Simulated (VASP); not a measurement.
GaAs:

```xyz
2
Lattice="0.0000 2.8823 2.8823 2.8823 0.0000 2.8823 2.8823 2.8823 0.0000" Properties=species:S:1:pos:R:3 pbc="T T T"
As    4.3234    4.3234    4.3234
Ga    0.0000    0.0000    0.0000
```

Program: VASP 6.6.1. Alike in all runs: task single point; no spin polarisation; cell as given; cutoff (eV) 520; smearing fermi-dirac 0.05 eV.

Q: Order these runs on this cell by their band gap on the k mesh, lowest first.
A. level r2SCAN; potentials or basis VASP PAW PBE potentials, release 64 (As, Ga_d); k mesh 8 × 8 × 8
B. level BHLYP; potentials or basis VASP PAW PBE potentials, release 64 (As, Ga_d); k mesh 4 × 4 × 4; grid for exact exchange (PRECFOCK) Normal
C. level PBE-based screened hybrid; potentials or basis VASP PAW PBE potentials, release 64 (As, Ga_d); k mesh 4 × 4 × 4; grid for exact exchange (PRECFOCK) Normal; share of exact exchange 0.25; screening parameter 0.3 1/Å
D. level LDA; potentials or basis VASP PAW LDA potentials, release 64 (As, Ga_d); k mesh 8 × 8 × 8

A: D (metal), A (0.54 eV), C (0.81 eV), B (3.28 eV).

Caveats: some runs use coarse meshes.

